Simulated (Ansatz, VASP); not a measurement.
**One calculation of La2O3, two programs**

```
La O
1.0
     3.94045    0.00000    0.00000
    -1.97023    3.41253    0.00000
     0.00000    0.00000    6.18736
La O
2 3
Direct
  0.66667 0.33333 0.75263
  0.33333 0.66667 0.24737
  0.66667 0.33333 0.35470
  0.33333 0.66667 0.64530
  0.00000 0.00000 0.00000
```

Alike in both runs: task relaxation of cell and atoms; functional PBEsol; k mesh 9 × 9 × 4; occupations gaussian, width 0.02 eV; no spin polarisation.

```csv
,VASP,Ansatz
version,VASP 6.6.1,Ansatz 0.2.0
potentials or method,"VASP PAW PBE potentials, release 64 (La, O), cutoff 600 eV","scalar-relativistic, plane waves, PAW"
valence electrons in the cell,40,40
```

```tsv
	VASP	Ansatz	Ansatz less VASP
gap on the k mesh at the Fermi level, each at its own relaxed structure (eV)	3.80	3.79	-0.006
relaxed volume (Å³/atom)	15.92	15.96	+0.040
relaxed length of the cell vector where the two differ most in proportion (Å)	6.032	6.041	+0.0089
```

VASP's potentials were made for PBE, not for PBEsol.

Spin-orbit coupling is off throughout.
